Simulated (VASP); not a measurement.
Mg3Sb2: relaxation of shape and atoms at fixed volume with PBE+D4

Mg3Sb2:

```xyz
5
Lattice="4.5973 0.0000 0.0000 -2.2986 3.9813 0.0000 0.0000 0.0000 7.2586" Properties=species:S:1:pos:R:3 pbc="T T T"
Sb    0.0000    2.6542    1.6317
Sb    2.2986    1.3271    5.6268
Mg    0.0000    0.0000    0.0000
Mg    0.0000    2.6542    4.5894
Mg    2.2986    1.3271    2.6692
```

```
Program                : VASP 6.6.1
Task                   : relaxation of shape and atoms at fixed volume
Functional             : PBE
Dispersion             : D4
Potentials or basis    : VASP PAW PBE potentials, release 64 (Sb, Mg)
Cutoff                 : 600 eV
k mesh                 : 6 × 6 × 4
Occupations            : gaussian, width 0.05 eV
Spin                   : no spin polarisation
Dipole correction      : no
Further INCAR settings : ALGO = Normal; EDIFF = 1e-07; IBRION = 2; EDIFFG = -0.01; NSW = 60; ISIF = 4
```

```json
{"Energy gained by relaxing": "0.0 meV/atom", "Ionic steps": "4", "Pressure after relaxing": "-1.7 GPa", "Band gap on the k mesh": "0.25 eV (least direct gap 1.01 eV)", "Dispersion energy per atom": "-0.280 eV"}
```

Step by step:
```csv
step,energy change (eV),largest force (eV/Å),pressure (GPa),volume (Å³)
1,0.0000,0.0256,-1.69,132.86
2,-0.0001,0.0191,-1.68,132.86
3,-0.0001,0.0128,-1.67,132.86
4,-0.0001,0.0013,-1.66,132.86
```

Final structure:
```
Sb Mg
1.0
     4.59411    0.00000    0.00000
    -2.29705    3.97862    0.00000
     0.00000    0.00000    7.26855
Sb Mg
2 3
Direct
  0.33333 0.66667 0.22545
  0.66667 0.33333 0.77455
  0.00000 0.00000 0.00000
  0.33333 0.66667 0.63230
  0.66667 0.33333 0.36770
```

Levels at points of the mesh, in eV from the valence-band top:
```csv
k point,band 4,band 5,band 6,band 7,band 8,band 9,band 10,band 11,band 12
"(0.00, 0.00, 0.00)",-1.09,-1.09,-0.40,-0.40,0.00,1.01,1.18,3.02,3.02
"(0.50, 0.00, 0.00)",-3.74,-3.22,-2.28,-2.19,-0.88,0.36,1.92,2.14,2.78
"(0.00, 0.00, 0.50)",-2.99,-0.78,-0.78,-0.73,-0.73,1.73,1.79,2.68,2.68
"(0.50, 0.00, 0.50)",-4.53,-1.84,-1.67,-1.62,-1.51,0.42,1.31,1.70,2.19
```

It took 98 s on 1 thread of Intel(R) Xeon(R) Platinum 8124M CPU @ 3.00GHz (Skylake/Cascade Lake), on a shared host, peak memory 0.33 GiB.

Caveat: spin-orbit coupling is left out, which moves the levels of the heavy elements. A k mesh can miss the band edges.
